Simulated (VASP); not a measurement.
# ZrS2 in VASP: a series of runs

Runs on ZrS2. Level: PBE+D3(BJ). Tasks: single point.

All numbers are computed with VASP 6.6.1; they aren't measurements. Logs are shortened: lines on timing, memory, paths and dates and some standing lists are left out, and cuts for length are marked.

**1. The cell of the first run**

The cell holds a slab with vacuum, 3 atoms: a = 3.649 Å, b = 3.649 Å, c = 31.842 Å, α = 90.00°, β = 90.00°, γ = 120.00°.

**2. Single point, PBE+D3(BJ)**

The input, INCAR:

```
SYSTEM = ZrS2
  PREC = Accurate
  ENCUT = 400
  EDIFF = 1E-6
  ISMEAR = 0
  SIGMA = 0.02
  LREAL = .FALSE.
  LASPH = .TRUE.
  NELM = 120
  ALGO = Normal
  ISIF = 2
  LWAVE = .FALSE.
  LCHARG = .FALSE.
  LDIPOL = .TRUE.
  IDIPOL = 3
  DIPOL = 0.5 0.5 0.500
  GGA = PE
  IVDW = 12
  NBANDS = 19
  GGA_COMPAT = .FALSE.
  NELMDL = -8
```

The input, KPOINTS:

```
Automatic mesh
0
G
  9 9 1
  0 0 0
```

The input, POSCAR:

```
ZrS2
1.0
    3.6490000000      0.0000000000      0.0000000000
   -1.8245000000      3.1601266984      0.0000000000
    0.0000000000      0.0000000000     31.8416303012
S Zr
2 1
Direct
    0.6666666667      0.3333333333      0.4530017783
    0.3333333333      0.6666666667      0.5469982217
    0.0000000000      0.0000000000      0.5000000000
```

Potentials or basis: VASP PAW PBE potentials, release 64 (S, Zr_sv).

Run with:

```bash
cat potpaw_PBE.64/S/POTCAR potpaw_PBE.64/Zr_sv/POTCAR > POTCAR
mpirun -np 1 vasp_std > vasp.out
```

OUTCAR:

```text
SYSTEM = ZrS2
   PREC = Accurate
   ENCUT = 400
   EDIFF = 1E-6
   ISMEAR = 0
   LREAL = .FALSE.
   LASPH = .TRUE.
   NELM = 120
   ISIF = 2
   GGA = PE
   IVDW = 12
   NELMDL = -8
 IVDW          = 12

 ion  position               nearest neighbor table
   1  0.667  0.333  0.453-   3 2.58   3 2.58   3 2.58
   2  0.333  0.667  0.547-   3 2.58   3 2.58   3 2.58
   3  0.000  0.000  0.500-   1 2.58   2 2.58   2 2.58   1 2.58   1 2.58   2 2.58

  LATTYP: Found a hexagonal cell.
 ALAT       =     3.6490000000
 C/A-ratio  =     8.7261250483

  Lattice vectors:

 A1 = (   3.6490000000,   0.0000000000,   0.0000000000)
 A2 = (  -1.8245000000,   3.1601266984,   0.0000000000)
 A3 = (   0.0000000000,   0.0000000000,  31.8416303012)

Analysis of symmetry for initial positions (statically):
=====================================================================
 Subroutine PRICEL returns:
 Original cell was already a primitive cell.

 Routine SETGRP: Setting up the symmetry group for a
 hexagonal supercell.

 Subroutine GETGRP returns: Found 12 space group operations
 (whereof 12 operations were pure point group operations)
 out of a pool of 24 trial point group operations.

The static configuration has the point symmetry D_3d.

Analysis of symmetry for dynamics (positions and initial velocities):
=====================================================================
 Subroutine PRICEL returns:
 Original cell was already a primitive cell.

 Routine SETGRP: Setting up the symmetry group for a
 hexagonal supercell.

 Subroutine GETGRP returns: Found 12 space group operations
 (whereof 12 operations were pure point group operations)
 out of a pool of 24 trial point group operations.

The dynamic configuration has the point symmetry D_3d.

 Subroutine INISYM returns: Found 12 space group operations
 (whereof 12 operations are pure point group operations),
 and found     1 'primitive' translations

----------------------------------------------------------------------------------------

                                     Primitive cell

  volume of cell :     367.1755

  direct lattice vectors                    reciprocal lattice vectors
     3.649000000  0.000000000  0.000000000     0.274047684  0.158221504  0.000000000
    -1.824500000  3.160126698  0.000000000     0.000000000  0.316443009  0.000000000
     0.000000000  0.000000000 31.841630301     0.000000000  0.000000000  0.031405427

  length of vectors
     3.649000000  3.649000000 31.841630301     0.316443009  0.316443009  0.031405427

  position of ions in fractional coordinates (direct lattice)
     0.666666667  0.333333333  0.453001778
     0.333333333  0.666666667  0.546998222
     0.000000000  0.000000000  0.500000000

  ion indices of the primitive-cell ions
   primitive index   ion index
                 1           1
                 2           2
                 3           3

----------------------------------------------------------------------------------------

 KPOINTS: Automatic mesh

Automatic generation of k-mesh.
 Grid dimensions read from file:
 generate k-points for:    9    9    1

 Generating k-lattice:

  Cartesian coordinates                     Fractional coordinates (reciprocal lattice)
     0.030449743  0.017580167  0.000000000     0.111111111  0.000000000  0.000000000
     0.000000000  0.035160334  0.000000000     0.000000000  0.111111111  0.000000000
     0.000000000  0.000000000  0.031405427     0.000000000  0.000000000  1.000000000

  Length of vectors
     0.035160334  0.035160334  0.031405427

  Shift w.r.t. Gamma in fractional coordinates (k-lattice)
     0.000000000  0.000000000  0.000000000

 Subroutine IBZKPT returns following result:
 ===========================================

 Found     12 irreducible k-points:

 Following reciprocal coordinates:
            Coordinates               Weight
  0.000000  0.000000  0.000000      1.000000
  0.111111  0.000000  0.000000      6.000000
  0.222222  0.000000  0.000000      6.000000
  0.333333  0.000000  0.000000      6.000000
  0.444444  0.000000  0.000000      6.000000
  0.111111  0.111111  0.000000      6.000000
  0.222222  0.111111  0.000000     12.000000
  0.333333  0.111111  0.000000     12.000000
  0.444444  0.111111  0.000000      6.000000
  0.222222  0.222222  0.000000      6.000000
  0.333333  0.222222  0.000000     12.000000
  0.333333  0.333333  0.000000      2.000000
   k-points           NKPTS =     12   k-points in BZ     NKDIM =     12   number of bands    NBANDS=     19
   number of dos      NEDOS =    301   number of ions     NIONS =      3
   total plane-waves  NPLWV = 120960
   dimension x,y,z NGX =    24 NGY =   24 NGZ =  210
   dimension x,y,z NGXF=    48 NGYF=   48 NGZF=  420
   ions per type =               2   1
   NGX,Y,Z   is equivalent  to a cutoff of  10.93, 10.93, 10.96 a.u.
   NGXF,Y,Z  is equivalent  to a cutoff of  21.87, 21.87, 21.93 a.u.
 SYSTEM =  ZrS2
   PREC   = accura    normal or accurate (medium, high low for compatibility)
   ISTART =      0    job   : 0-new  1-cont  2-samecut
   ICHARG =      2    charge: 1-file 2-atom 10-const
   ISPIN  =      1    spin polarized calculation?
   LNONCOLLINEAR =      F non collinear calculations
   LSORBIT =      F    spin-orbit coupling
   LASPH  =      T    aspherical Exc in radial PAW
   ENCUT  =  400.0 eV  29.40 Ry    5.42 a.u.   5.95  5.95 51.93*2*pi/ulx,y,z
   NELM   =    120;   NELMIN=  2; NELMDL= -8     # of ELM steps
   EDIFF  = 0.1E-05   stopping-criterion for ELM
   LREAL  =      F    real-space projection
[... 7 lines left out ...]
   TEBEG  =    0.0;   TEEND  =   0.0 temperature during run
   PSTRESS=    0.0 pullay stress
   NELECT =      24.0000    total number of electrons
   NUPDOWN=      -1.0000    fix difference up-down
   EMIN   =  10.00;   EMAX   =-10.00  energy-range for DOS
   EFERMI =   0.00;   METHOD = LEGACY
   ISMEAR =     0;   SIGMA  =   0.02  broadening in eV -4-tet -1-fermi 0-gaus
   EFERMI_NEDOS =   21; number of points for ismear=-14 and -15
   IALGO  =     38    algorithm
   IMIX   =      4    mixing-type and parameters
     AMIX     =   0.40;   BMIX     =  1.00
     AMIX_MAG =   1.60;   BMIX_MAG =  1.00
  volume/ion in A,a.u.               =     122.39       825.94
  Fermi-wavevector in a.u.,A,eV,Ry     =   0.659458  1.246196  5.916974  0.434885
  Thomas-Fermi vector in A             =   1.731600
   LORBIT       =      0    0 simple, 1 ext, 2 COOP (PROOUT), +10 PAW based schemes
   GGA     = PE    functional components
   LHFCALC =     F    Hartree Fock is set to
   AEXX    =    0.0000 exact exchange contribution
   IVDW    =    12    specifies the selected vdW correction
   LEPSILON=     F    determine dielectric tensor
   LRPA    =     F    only Hartree local field effects (RPA)
 non-spin polarized calculation
 Gauss-broadening in eV      SIGMA  =   0.02
  energy-cutoff  :      400.00
  volume of cell :      367.18
 maximum number of plane-waves:      6756
 NGX is ok and might be reduce to    24
   NGX = 11   NGY = 11   NGZ =103

 number of electron      24.0000006 magnetization

 dipolmoment           0.000000      0.000000     -0.000000 electrons x Angstroem

 Free energy of the ion-electron system (eV)
  ---------------------------------------------------
  ext. energy  EPLUGINS =         0.00000000
  ---------------------------------------------------
  free energy    TOTEN  =       -21.41594386 eV

  energy without entropy =      -21.41594386  energy(sigma->0) =      -21.41594386

 E-fermi :  -4.2582     XC(G=0):  -2.1122

 val. band max:       -4.3416048943   @ k =   0.0000   0.0000   0.0000
 cond. band min:      -3.3320940779   @ k =   0.4444   0.0000   0.0000
 fundamental gap:      1.0095108165
 Fermi energy:        -4.2581906160

 k-point     1 :       0.0000    0.0000    0.0000
  band No.  band energies     occupation
      1     -53.2998      2.00000
      2     -31.3460      2.00000
      3     -31.1962      2.00000
      4     -31.1962      2.00000
      5     -16.7317      2.00000
      6     -15.6726      2.00000
[... 11 lines left out ...]
     18       1.1259      0.00000
     19       1.6572      0.00000

 k-point     2 :       0.1111    0.0000    0.0000
  band No.  band energies     occupation
      1     -53.2975      2.00000
      2     -31.3393      2.00000
      3     -31.2278      2.00000
      4     -31.2030      2.00000
      5     -16.6097      2.00000
      6     -15.6829      2.00000
[... 11 lines left out ...]
     18       1.4907      0.00000
     19       1.8931      0.00000

 k-point     3 :       0.2222    0.0000    0.0000
  band No.  band energies     occupation
      1     -53.2916      2.00000
      2     -31.3231      2.00000
      3     -31.3057      2.00000
      4     -31.2203      2.00000
      5     -16.2936      2.00000
      6     -15.7019      2.00000
[... 11 lines left out ...]
     18       2.2193      0.00000
     19       2.4847      0.00000

 k-point     4 :       0.3333    0.0000    0.0000
  band No.  band energies     occupation
      1     -53.2850      2.00000
      2     -31.3957      2.00000
      3     -31.3015      2.00000
      4     -31.2398      2.00000
      5     -15.9785      2.00000
      6     -15.6448      2.00000
[... 143 lines left out ...]
     18       3.4679      0.00000
     19       3.5572      0.00000

 k-point    11 :       0.3333    0.2222    0.0000
  band No.  band energies     occupation
      1     -53.2787      2.00000
      2     -31.4180      2.00000
      3     -31.3188      2.00000
      4     -31.2832      2.00000
      5     -15.7159      2.00000
      6     -15.5289      2.00000
[... 11 lines left out ...]
     18       3.5148      0.00000
     19       3.8337      0.00000

 k-point    12 :       0.3333    0.3333    0.0000
  band No.  band energies     occupation
      1     -53.2775      2.00000
      2     -31.3778      2.00000
      3     -31.3778      2.00000
      4     -31.2801      2.00000
      5     -15.5874      2.00000
      6     -15.5874      2.00000
[... 11 lines left out ...]
     18       4.0746      0.00000
     19       4.6976      0.00000

------------------------ aborting loop because EDIFF is reached ----------------------------------------

 vacuum level on the upper side and lower side of the slab       (xc-potential included)        -0.006        -0.006

 Edisp (eV)   -0.73079

 E8    (eV) :    -0.3317

  FORCE on cell =-STRESS in cart. coord.  units (eV):
  Direction    XX          YY          ZZ          XY          YZ          ZX
  --------------------------------------------------------------------------------------
  -------------------------------------------------------------------------------------
  Total      -0.73601    -0.73601    -1.29057    -0.00000     0.00000     0.00000
  in kB      -3.21158    -3.21158    -5.63142    -0.00000     0.00000     0.00000
  external pressure =       -4.02 kB  Pullay stress =        0.00 kB

 VOLUME and BASIS-vectors are now :
 -----------------------------------------------------------------------------
  energy-cutoff  :      400.00
  volume of cell :      367.18
      direct lattice vectors                 reciprocal lattice vectors
     3.649000000  0.000000000  0.000000000     0.274047684  0.158221504  0.000000000
    -1.824500000  3.160126698  0.000000000     0.000000000  0.316443009  0.000000000
     0.000000000  0.000000000 31.841630301     0.000000000  0.000000000  0.031405427

 POSITION                                       TOTAL-FORCE (eV/Angst)
 -----------------------------------------------------------------------------------
      1.82450      1.05338     14.42432        -0.000000     -0.000000      0.416161
     -0.00000      2.10675     17.41732        -0.000000      0.000000     -0.416161
      0.00000      0.00000     15.92082         0.000000     -0.000000      0.000000
 -----------------------------------------------------------------------------------
    total drift:                                0.000000     -0.000000      0.000000

  FREE ENERGIE OF THE ION-ELECTRON SYSTEM (eV)
  ---------------------------------------------------
  free  energy   TOTEN  =       -22.1467339991 eV

  energy  without entropy=      -22.1467339991  energy(sigma->0) =      -22.14673400

 vacuum level on the upper side and lower side of the slab         2.023         2.023
```

Run time: 3.1 min. Hardware: 1 thread of Intel Xeon 8259CL, shared host; peak memory 0.36 GiB.

What came out:

* Free energy: -22.1467 eV
* Largest force: 0.416 eV/Å
* Band gap on the k mesh: 1.01 eV (least direct gap 1.67 eV)
* Dispersion energy per atom: -0.244 eV

Forces in eV/Å, atoms in the order of the input:
```
S    0.000  0.000  0.416
S    0.000  0.000 -0.416
Zr   0.000  0.000  0.000
```

**3. Single point, PBE+D3(BJ)**

The input, INCAR:

```
SYSTEM = ZrS2
PREC = Accurate
ENCUT = 400
EDIFF = 1E-6
ISMEAR = 0
SIGMA = 0.02
LREAL = .False.
LASPH = .True.
NELM = 120
ALGO = Normal
ISIF = 2
LWAVE = .False.
LCHARG = .False.
LDIPOL = .True.
IDIPOL = 3
DIPOL = 0.5 0.5 0.500
GGA = PE
IVDW = 12
NBANDS = 19
GGA_COMPAT = .False.
NELMDL = -8
```

The input, KPOINTS:

```
Automatic mesh
0
Gamma
  9 9 1
  0 0 0
```

The input, POSCAR:

```
ZrS2
1.0
    3.6490000000      0.0000000000      0.0000000000
   -1.8245000000      3.1601266984      0.0000000000
    0.0000000000      0.0000000000     31.8416303012
S Zr
2 1
Direct
    0.6666666667      0.3333333333      0.4506149658
    0.3333333333      0.6666666667      0.5493850342
    0.0000000000      0.0000000000      0.5000000000
```

Potentials or basis: VASP PAW PBE potentials, release 64 (S, Zr_sv).

Run with:

```bash
cat potpaw_PBE.64/S/POTCAR potpaw_PBE.64/Zr_sv/POTCAR > POTCAR
mpirun -np 1 vasp_std > vasp.out
```

Run time: 3.4 min. Hardware: 1 thread of Intel Xeon 8259CL, shared host; peak memory 0.36 GiB.

Results (log left out):

```yaml
Free_energy: -22.0218 eV
Largest_force: 1.214 eV/Å
Band_gap_on_the_k_mesh: 0.78 eV (least direct gap 1.61 eV)
Dispersion_energy_per_atom: -0.240 eV
```

Forces in eV/Å, atoms in the order of the input:
```
S    0.000  0.000  1.214
S    0.000  0.000 -1.214
Zr   0.000  0.000  0.000
```

Levels at points of the mesh, in eV from the valence-band top:
```tsv
k point	band 9	band 10	band 11	band 12	band 13	band 14	band 15	band 16
(0.00, 0.00, 0.00)	-2.25	-1.08	0.00	0.00	1.61	1.61	2.06	4.60
```
